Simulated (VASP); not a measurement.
Set up this calculation in VASP 6.6.1, as the native input.

- Task: single point
- Functional: PBE
- Potentials or basis: VASP PAW PBE potentials, release 64 (Pd, Pt)
- Cutoff: 520 eV
- k mesh: 6 × 6 × 6
- Occupations: gaussian, width 0.1 eV
- Spin: no spin polarisation
- Dipole correction: no
- Further INCAR settings: ALGO = Normal; EDIFF = 1e-06; NBANDS = 22

The structure of PdPt2 lies in POSCAR:

```
PdPt2
1.0
    0.0000000000      3.0172537288      3.0172537288
    3.0172537288      0.0000000000      3.0172537288
    3.0172537288      3.0172537288      0.0000000000
Pd Pt
1 2
Direct
    0.0000000000      0.0000000000      0.0000000000
    0.2500000000      0.2500000000      0.2500000000
    0.7500000000      0.7500000000      0.7500000000
```

These files were run (other wordings do the same):

INCAR

```
SYSTEM = PdPt2
PREC = Accurate
ENCUT = 520
EDIFF = 1E-6
ISMEAR = 0
SIGMA = 0.1
LREAL = .False.
LASPH = .True.
NELM = 100
ALGO = Normal
ISIF = 2
LWAVE = .False.
LCHARG = .True.
GGA = PE
LELF = .True.
LVHAR = .True.
NBANDS = 22
```

KPOINTS

```
Automatic mesh
0
Gamma
  6 6 6
  0 0 0
```

Potentials or basis: VASP PAW PBE potentials, release 64 (Pd, Pt).

Run with:

```sh
$ cat potpaw_PBE.64/Pd/POTCAR potpaw_PBE.64/Pt/POTCAR > POTCAR
$ mpirun -np 1 vasp_std > vasp.out
```

It gave:

```json
{"Pressure": "-0.5 GPa", "Band gap on the k mesh": "zero (band 15 reaches 8.06 eV, above the bottom of band 16 at 7.45 eV)"}
```

Caveat: spin-orbit coupling is left out, which moves the levels of the heavy elements.

Run time: 12 s on 1 thread of Intel(R) Xeon(R) Platinum 8488C (Sapphire Rapids) (shared host), peak memory 0.18 GiB.
